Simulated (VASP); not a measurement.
Wanted: the native input for a VASP 6.6.1 run.

| Quantity | Value |
| --- | --- |
| Task | single point |
| Functional | BLYP |
| Potentials or basis | VASP PAW PBE potentials, release 64 (Zr_sv, B) |
| Cutoff | 520 eV |
| k mesh | 10 × 10 × 10 |
| Occupations | methfessel-paxton, width 0.1 eV |
| Spin | non-collinear spin, zero start, spin-orbit coupling |
| Starting moments | [[0.0, 0.0, 0.0], [0.0, 0.0, 0.0]] μB |
| Dipole correction | no |
| Further INCAR settings | ALGO = Normal; EDIFF = 1e-06; NBANDS = 27 |

The structure of ZrB lies in POSCAR:

```
ZrB
1.0
    0.0000000000      2.2775377028      2.2775377028
    2.2775377028      0.0000000000      2.2775377028
    2.2775377028      2.2775377028      0.0000000000
Zr B
1 1
Direct
    0.0000000000      0.0000000000      0.0000000000
    0.5000000000      0.5000000000      0.5000000000
```

The input as run:

INCAR

```
SYSTEM = ZrB
AGGAC = 1.0
AGGAX = 1.0
ALDAC = 0.0
ALDAX = 1.0
ALGO = Normal
EDIFF = 1E-6
ENCUT = 520
GGA = B5
GGA_COMPAT = .False.
ISIF = 2
ISMEAR = 1
LASPH = .True.
LCHARG = .False.
LMAXMIX = 4
LORBIT = 11
LORBMOM = .True.
LREAL = .False.
LSORBIT = .True.
LWAVE = .False.
MAGMOM = 0 0 0 0 0 0
NBANDS = 27
NELM = 150
PREC = Accurate
SIGMA = 0.1
```

KPOINTS

```
k-points
0
Gamma
  10 10 10
  0 0 0
```

Potentials or basis: VASP PAW PBE potentials, release 64 (Zr_sv, B).

Command:

```bash
$ cat potpaw_PBE.64/Zr_sv/POTCAR potpaw_PBE.64/B/POTCAR > POTCAR
$ mpirun -np 1 vasp_ncl > vasp.out
```

Results of the run:

The pressure is 62.3 GPa, the net moment is 0.00 μB per cell and the valence electrons inside the program's atomic spheres are Zr 10.26; B 2.02.

Caveat: the cell stands under pressure; the PAW data sets were made with another functional, which shifts forces and pressure a little.

Run time: 64 s on 1 thread of Intel(R) Xeon(R) Platinum 8259CL CPU @ 2.50GHz (Skylake/Cascade Lake), with other jobs on the host, peak memory 0.21 GiB.
